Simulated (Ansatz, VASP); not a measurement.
MgO in VASP and in Ansatz

```
CELL_PARAMETERS angstrom
0.00000 2.14340 2.14340
2.14340 0.00000 2.14340
2.14340 2.14340 0.00000
ATOMIC_POSITIONS crystal
Mg 0.00000 0.00000 0.00000
O 0.50000 0.50000 0.50000
```

Alike in both runs: task single point; functional r2SCAN; k mesh 8 × 8 × 8; no spin polarisation.

|  | VASP | Ansatz |
| --- | --- | --- |
| version | VASP 6.6.1 | Ansatz 0.2.0 |
| potentials or method | VASP PAW PBE potentials, release 64 (Mg, O) | plane waves, PAW |
| plane-wave cutoff (eV) | 520 | 500 |
| occupations | gaussian, width 0.01 eV | fixed |
| valence electrons in the cell | 8 | 16 |

```tsv
	VASP	Ansatz	Ansatz less VASP
gap on the k mesh at the Fermi level (eV)	5.09	5.11	+0.025
pressure (GPa)	-9.7	-8.6	+1.10
```

VASP's potentials were made for PBE, not for r2SCAN. VASP's potentials hold 8 valence electrons a cell and Ansatz's 16, so a difference there can come from the potentials and not from the codes.
